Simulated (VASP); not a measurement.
# Ti (Im-3m) in VASP: settings compared

Aim: see how the results for Ti move with the level of theory and the settings. Levels: RPBE+D3(BJ), PBEsol+D3(BJ), PBEsol+D4. Tasks: single point, relaxation of cell and atoms.

Program: VASP 6.6.1. These are calculated values, not measurements. Logs are shortened: lines on timing, memory, paths and dates and some standing lists are left out, and cuts for length are marked.

### Step 1. The cell of the first run

It takes space group Im-3m (No. 229, cubic). Conventional cell: a = 2.918 Å, b = 2.918 Å, c = 2.918 Å, α = 90.00°, β = 90.00°, γ = 90.00°. Ti (site symmetry m-3m) has 14 Ti at 2.53 to 2.92 Å within 3.3 Å.

### Step 2. Single point, RPBE+D3(BJ)

File INCAR:

```
SYSTEM = Ti
PREC     = Accurate       ! precision mode
ENCUT    = 520            ! plane-wave cutoff, eV
EDIFF    = 1E-7           ! SCF threshold, eV
ISMEAR   = -1             ! smearing method
SIGMA    = 0.05           ! smearing width, eV
LREAL    = .False.        ! projectors in reciprocal space
LASPH    = .True.         ! aspherical terms in the spheres
NELM     = 60             ! most SCF steps
ALGO     = Fast           ! electronic algorithm
ISIF     = 2              ! what is computed and relaxed
LWAVE    = .False.        ! write WAVECAR
LCHARG   = .True.         ! write CHGCAR
GGA      = RP             ! functional
IVDW     = 12             ! dispersion correction
LELF     = .True.         ! ELF
LVHAR    = .True.       
NBANDS   = 12             ! bands
```

File KPOINTS:

```
regular mesh
0
Gamma
  11 11 11
  0 0 0
```

File POSCAR:

```
Ti
1.0
   -1.4589117213      1.4589117213      1.4589117213
    1.4589117213     -1.4589117213      1.4589117213
    1.4589117213      1.4589117213     -1.4589117213
Ti
1
Direct
    0.0000000000      0.0000000000      0.0000000000
```

Potentials or basis: VASP PAW PBE potentials, release 64 (Ti_sv).

Launch:

```sh
> cat potpaw_PBE.64/Ti_sv/POTCAR > POTCAR
> mpirun -np 1 vasp_std > vasp.out
```

OUTCAR:

```text
SYSTEM = Ti
   PREC = Accurate
   ENCUT = 520
   EDIFF = 1E-7
   ISMEAR = -1
   LREAL = .False.
   LASPH = .True.
   NELM = 60
   ISIF = 2
   GGA = RP
   IVDW = 12
 IVDW          = 12

 ion  position               nearest neighbor table
   1  0.000  0.000  0.000-

  LATTYP: Found a body centered cubic cell.
 ALAT       =     2.9178234426

  Lattice vectors:

 A1 = (  -1.4589117213,   1.4589117213,   1.4589117213)
 A2 = (   1.4589117213,  -1.4589117213,   1.4589117213)
 A3 = (   1.4589117213,   1.4589117213,  -1.4589117213)

Analysis of symmetry for initial positions (statically):
=====================================================================
 Subroutine PRICEL returns:
 Original cell was already a primitive cell.

 Routine SETGRP: Setting up the symmetry group for a
 body centered cubic supercell.

 Subroutine GETGRP returns: Found 48 space group operations
[... 9 lines left out ...]

 Routine SETGRP: Setting up the symmetry group for a
 body centered cubic supercell.

 Subroutine GETGRP returns: Found 48 space group operations
[... 11 lines left out ...]
                                     Primitive cell

  volume of cell :      12.4207

  direct lattice vectors                    reciprocal lattice vectors
    -1.458911721  1.458911721  1.458911721     0.000000000  0.342721217  0.342721217
     1.458911721 -1.458911721  1.458911721     0.342721217  0.000000000  0.342721217
     1.458911721  1.458911721 -1.458911721     0.342721217  0.342721217  0.000000000

  length of vectors
     2.526909225  2.526909225  2.526909225     0.484680993  0.484680993  0.484680993

  position of ions in fractional coordinates (direct lattice)
     0.000000000  0.000000000  0.000000000

  ion indices of the primitive-cell ions
   primitive index   ion index
                 1           1

----------------------------------------------------------------------------------------

 KPOINTS: regular mesh

Automatic generation of k-mesh.
 Grid dimensions read from file:
 generate k-points for:   11   11   11

 Generating k-lattice:

  Cartesian coordinates                     Fractional coordinates (reciprocal lattice)
     0.000000000  0.031156474  0.031156474     0.090909091  0.000000000  0.000000000
     0.031156474  0.000000000  0.031156474     0.000000000  0.090909091  0.000000000
     0.031156474  0.031156474  0.000000000     0.000000000  0.000000000  0.090909091

  Length of vectors
     0.044061908  0.044061908  0.044061908
[... 58 lines left out ...]
   IBRION =     -1    ionic relax: 0-MD 1-quasi-New 2-CG
   NFREE  =      0    steps in history (QN), initial steepest desc. (CG)
   ISIF   =      2    stress and relaxation
   ISYM   =      2    0-nonsym 1-usesym 2-fastsym
   POTIM  = 0.5000    time-step for ionic-motion
   TEBEG  =    0.0;   TEEND  =   0.0 temperature during run
   PSTRESS=    0.0 pullay stress
   NELECT =      12.0000    total number of electrons
   NUPDOWN=      -1.0000    fix difference up-down
   EMIN   =  10.00;   EMAX   =-10.00  energy-range for DOS
   EFERMI =   0.00;   METHOD = LEGACY
   ISMEAR =    -1;   SIGMA  =   0.05  broadening in eV -4-tet -1-fermi 0-gaus
   EFERMI_NEDOS =   21; number of points for ismear=-14 and -15
   IALGO  =     68    algorithm
   IMIX   =      4    mixing-type and parameters
     AMIX     =   0.40;   BMIX     =  1.00
     AMIX_MAG =   1.60;   BMIX_MAG =  1.00
  volume/ion in A,a.u.               =      12.42        83.82
  Fermi-wavevector in a.u.,A,eV,Ry     =   1.618401  3.058335 35.636692  2.619223
  Thomas-Fermi vector in A             =   2.712670
   LORBIT       =      0    0 simple, 1 ext, 2 COOP (PROOUT), +10 PAW based schemes
   GGA     = RP    functional components
   LHFCALC =     F    Hartree Fock is set to
   AEXX    =    0.0000 exact exchange contribution
   IVDW    =    12    specifies the selected vdW correction
   LEPSILON=     F    determine dielectric tensor
   LRPA    =     F    only Hartree local field effects (RPA)
 non-spin polarized calculation
 RMM-DIIS sequential band-by-band and
  energy-cutoff  :      520.00
  volume of cell :       12.42
 maximum number of plane-waves:       350
   NGX =  9   NGY =  9   NGZ =  9

 number of electron      12.0000004 magnetization

 Free energy of the ion-electron system (eV)
  ---------------------------------------------------
  ext. energy  EPLUGINS =         0.00000000
  ---------------------------------------------------
  free energy    TOTEN  =        -6.51850497 eV

  energy without entropy =       -6.50988333  energy(sigma->0) =       -6.51419415

 E-fermi :  12.2036     XC(G=0): -13.0664

 val. band max:       12.1431733239   @ k =   0.2727   0.1818   0.1818
 cond. band min:      12.2336898343   @ k =   0.1818   0.1818   0.0000
 fundamental gap:      0.0905165104
 Fermi energy:        12.2035637862

 k-point     1 :       0.0000    0.0000    0.0000
  band No.  band energies     occupation
      1     -44.0076      2.00000
      2     -19.1040      2.00000
      3     -19.1040      2.00000
      4     -19.1040      2.00000
      5       5.7444      2.00000
      6      13.4141      0.00000
      7      13.4141      0.00000
      8      13.4141      0.00000
      9      16.0175      0.00000
     10      16.0175      0.00000
     11      32.0470      0.00000
     12      32.0470      0.00000
[... 331 lines left out ...]
 k-point    24 :       0.3636    0.1818    0.0909
  band No.  band energies     occupation
      1     -43.5078      2.00000
      2     -20.6378      2.00000
      3     -19.9324      2.00000
      4     -19.4175      2.00000
      5      10.2178      2.00000
      6      11.1836      2.00000
      7      12.8591      0.00000
      8      16.4079      0.00000
      9      16.7182      0.00000
     10      21.4875      0.00000
     11      24.8765      0.00000
     12      27.1333      0.00000

 [... further k-points ...]

------------------------ aborting loop because EDIFF is reached ----------------------------------------

 Edisp (eV)   -5.03155

 E8    (eV) :    -3.4981

  FORCE on cell =-STRESS in cart. coord.  units (eV):
  Direction    XX          YY          ZZ          XY          YZ          ZX
  --------------------------------------------------------------------------------------
  -------------------------------------------------------------------------------------
  Total      -0.07204    -0.07204    -0.07204     0.00000     0.00000     0.00000
  in kB      -9.29204    -9.29204    -9.29204     0.00000     0.00000     0.00000
  external pressure =       -9.29 kB  Pullay stress =        0.00 kB

 VOLUME and BASIS-vectors are now :
 -----------------------------------------------------------------------------
  energy-cutoff  :      520.00
  volume of cell :       12.42
      direct lattice vectors                 reciprocal lattice vectors
    -1.458911721  1.458911721  1.458911721     0.000000000  0.342721217  0.342721217
     1.458911721 -1.458911721  1.458911721     0.342721217  0.000000000  0.342721217
     1.458911721  1.458911721 -1.458911721     0.342721217  0.342721217  0.000000000

 POSITION                                       TOTAL-FORCE (eV/Angst)
 -----------------------------------------------------------------------------------
      0.00000      0.00000      0.00000         0.000000      0.000000     -0.000000
 -----------------------------------------------------------------------------------
    total drift:                                0.000000     -0.000000      0.000000

  FREE ENERGIE OF THE ION-ELECTRON SYSTEM (eV)
  ---------------------------------------------------
  free  energy   TOTEN  =       -11.5500565528 eV

  energy  without entropy=      -11.5414349120  energy(sigma->0) =      -11.54574573
```

stdout:

```text
POSCAR found type information on POSCAR Ti
 POSCAR found :  1 types and       1 ions
 scaLAPACK will be used
 -----------------------------------------------------------------------------
|                                                                             |
|                                                                             |
|     You enforced a specific xc type in the INCAR file but a different       |
|     I HOPE YOU KNOW WHAT YOU ARE DOING!                                     |
|                                                                             |
 -----------------------------------------------------------------------------

 LDA part: xc-table for (Slater+PW92), standard interpolation
 POSCAR, INCAR and KPOINTS ok, starting setup
 FFT: planning ... GRIDC
 FFT: planning ... GRID_SOFT
 FFT: planning ... GRID
 WAVECAR not read
 entering main loop
WARNING in EDDRMM: call to ZHEGV failed, returncode =   6  3      7
WARNING in EDDRMM: call to ZHEGV failed, returncode =   6  3      5
WARNING in EDDRMM: call to ZHEGV failed, returncode =   6  3      5
```

It took 15 s on 1 thread of Intel Xeon Platinum 8488C (Sapphire Rapids), shared host; peak memory 0.13 GiB.

Results:

- Free energy: -11.5501 eV
- Pressure: -0.9 GPa
- Band gap on the k mesh: zero (band 6 reaches 13.41 eV, above the bottom of band 7 at 11.29 eV)
- Dispersion energy per atom: -5.032 eV

Caveat: the PAW data sets were made with another functional, which shifts forces and pressure a little; pairwise dispersion overbinds metals, which lowers pressure and volume.

### Step 3. Single point, PBEsol+D3(BJ)

This run uses another cell than the first one, of 15.63 Å³/atom, 1.259 times its volume.

File INCAR:

```
  PREC = Accurate
  ENCUT = 520
  EDIFF = 1E-6
  ISMEAR = -1
  SIGMA = 0.05
  LREAL = False
  LASPH = True
  NELM = 100
  ALGO = Normal
  ISIF = 2
  LWAVE = False
  LCHARG = False
  GGA = PS
  IVDW = 12
  NBANDS = 12
```

File KPOINTS:

```
Automatic mesh
0
Gamma
  11 11 11
```

File POSCAR:

```
Ti
1.0
   -1.5751666256      1.5751666256      1.5751666256
    1.5751666256     -1.5751666256      1.5751666256
    1.5751666256      1.5751666256     -1.5751666256
Ti
1
Direct
    0.0000000000      0.0000000000      0.0000000000
```

Potentials or basis: VASP PAW PBE potentials, release 64 (Ti_sv).

Launch:

```sh
> cat potpaw_PBE.64/Ti_sv/POTCAR > POTCAR
> mpirun -np 1 vasp_std > vasp.out
```

It took 7.7 s on 1 thread of Intel Xeon Platinum 8488C (Sapphire Rapids), shared host; peak memory 0.13 GiB.

It converged, with:

* Free energy: -8.8949 eV
* Pressure: -0.3 GPa
* Band gap on the k mesh: zero (band 6 reaches 10.19 eV, above the bottom of band 7 at 8.39 eV)
* Dispersion energy per atom: -0.667 eV

Levels at points of the mesh, in eV from the Fermi level:
```csv
k point,band 2,band 3,band 4,band 5,band 6,band 7,band 8,band 9,band 10,band 11
"(0.00, 0.00, 0.00)",-31.88,-31.88,-31.88,-6.14,1.10,1.10,1.10,3.11,3.11,18.20
```

Caveat: the PAW data sets were made with another functional, which shifts forces and pressure a little; pairwise dispersion overbinds metals, which lowers pressure and volume.

### Step 4. Single point, PBEsol+D4

This run uses another cell than the first one, of 16.35 Å³/atom, 1.317 times its volume.

File INCAR:

```
SYSTEM = Ti
PREC     = Accurate       ! precision mode
ENCUT    = 520            ! plane-wave cutoff, eV
EDIFF    = 1E-6           ! SCF threshold, eV
ISMEAR   = -1             ! smearing method
SIGMA    = 0.05           ! smearing width, eV
LREAL    = .FALSE.        ! projectors in reciprocal space
LASPH    = .TRUE.         ! aspherical terms in the spheres
NELM     = 80             ! most SCF steps
ALGO     = Normal         ! electronic algorithm
ISIF     = 2              ! what is computed and relaxed
LWAVE    = .FALSE.        ! write WAVECAR
LCHARG   = .FALSE.        ! write CHGCAR
GGA      = PS             ! functional
IVDW     = 13             ! dispersion correction
NBANDS   = 12             ! bands
```

File KPOINTS:

```
Automatic mesh
0
G
  11 11 11
  0 0 0
```

File POSCAR:

```
Ti
1.0
   -1.5990341334      1.5990341334      1.5990341334
    1.5990341334     -1.5990341334      1.5990341334
    1.5990341334      1.5990341334     -1.5990341334
Ti
1
Direct
    0.0000000000      0.0000000000      0.0000000000
```

Launch:

```sh
> cat potpaw_PBE.64/Ti_sv/POTCAR > POTCAR
> mpirun -np 1 vasp_std > vasp.out
```

Wall time 8.5 s (1 thread of Intel Xeon Platinum 8488C (Sapphire Rapids), shared host); peak memory 0.14 GiB.

Results (log left out):

```
Free energy                : -8.3685 eV
Pressure                   : -0.3 GPa
Band gap on the k mesh     : zero (band 6 reaches 9.65 eV, above the bottom of band 7 at 7.94 eV)
Dispersion energy per atom : -0.124 eV
```

Levels at points of the mesh, in eV from the Fermi level:
```csv
k point,band 4,band 5,band 6,band 7,band 8,band 9
"(0.00, 0.00, 0.00)",-32.03,-6.07,1.05,1.05,1.05,2.96
```

Caveat: the PAW data sets were made with another functional, which shifts forces and pressure a little; pairwise dispersion overbinds metals, which lowers pressure and volume.

### Step 5. Relaxation of cell and atoms, PBEsol+D3(BJ)

This run uses another cell than the first one, of 17.68 Å³/atom, 1.423 times its volume.

File INCAR:

```
SYSTEM = Ti
  PREC = Accurate
  ENCUT = 600
  EDIFF = 1E-6
  ISMEAR = -1
  SIGMA = 0.05
  LREAL = .FALSE.
  LASPH = .TRUE.
  NELM = 80
  ALGO = Normal
  ISIF = 3
  LWAVE = .FALSE.
  LCHARG = .FALSE.
  GGA = PS
  IVDW = 12
  IBRION = 2
  NSW = 60
  EDIFFG = -0.01
```

File KPOINTS:

```
regular mesh
0
G
  11 11 11
  0 0 0
```

File POSCAR:

```
Ti
1.0
   -1.6410000000      1.6410000000      1.6410000000
    1.6410000000     -1.6410000000      1.6410000000
    1.6410000000      1.6410000000     -1.6410000000
Ti
1
Direct
    0.0000000000      0.0000000000      0.0000000000
```

Launch:

```sh
> cat potpaw_PBE.64/Ti_sv/POTCAR > POTCAR
> mpirun -np 1 vasp_std > vasp.out
```

Run time: 17 s. Hardware: 1 thread of Intel Xeon Platinum 8488C (Sapphire Rapids), shared host; peak memory 0.16 GiB.

Results (log left out):

| Item | Value |
| --- | --- |
| Free energy | -8.8959 eV |
| Relaxed volume | 15.59 Å³/atom |
| Relaxed cell | a = 2.726 Å, b = 2.726 Å, c = 2.726 Å, α = 109.47°, β = 109.47°, γ = 109.47° |
| Space group after relaxing (to 0.05 Å) | Im-3m (No. 229) |
| Energy gained by relaxing | 88.9 meV/atom |
| Ionic steps | 3 |
| Pressure after relaxing | 0.0 GPa |
| Band gap on the k mesh | zero (band 6 reaches 10.22 eV, above the bottom of band 7 at 8.42 eV) |
| Dispersion energy per atom | -0.669 eV |

The path:
| step | energy change (eV) | largest force (eV/Å) | pressure (GPa) | volume (Å³) |
| --- | --- | --- | --- | --- |
| 1 | 0.0000 | 0.0000 | -12.33 | 17.68 |
| 2 | -0.0521 | 0.0000 | 10.62 | 14.42 |
| 3 | -0.0889 | 0.0000 | 0.00 | 15.59 |

Final structure:
```cif
data_structure
_symmetry_space_group_name_H-M 'P 1'
_symmetry_Int_Tables_number 1
_cell_length_a 2.7256
_cell_length_b 2.7256
_cell_length_c 2.7256
_cell_angle_alpha 109.471
_cell_angle_beta 109.471
_cell_angle_gamma 109.471
_cell_volume 15.59
loop_
_atom_site_label
_atom_site_type_symbol
_atom_site_fract_x
_atom_site_fract_y
_atom_site_fract_z
_atom_site_occupancy
Ti1 Ti 0.00000 0.00000 0.00000 1
```

Levels at points of the mesh, in eV from the Fermi level:
| k point | band 4 | band 5 | band 6 | band 7 | band 8 | band 9 |
| --- | --- | --- | --- | --- | --- | --- |
| (0.00, 0.00, 0.00) | -31.87 | -6.15 | 1.10 | 1.10 | 1.10 | 3.12 |

Caveat: the PAW data sets were made with another functional, which shifts forces and pressure a little; the volume moved by -12 % from the deposited cell, more than functionals usually miss; pairwise dispersion overbinds metals, which lowers pressure and volume.

(Continued in part 2 of 2.)
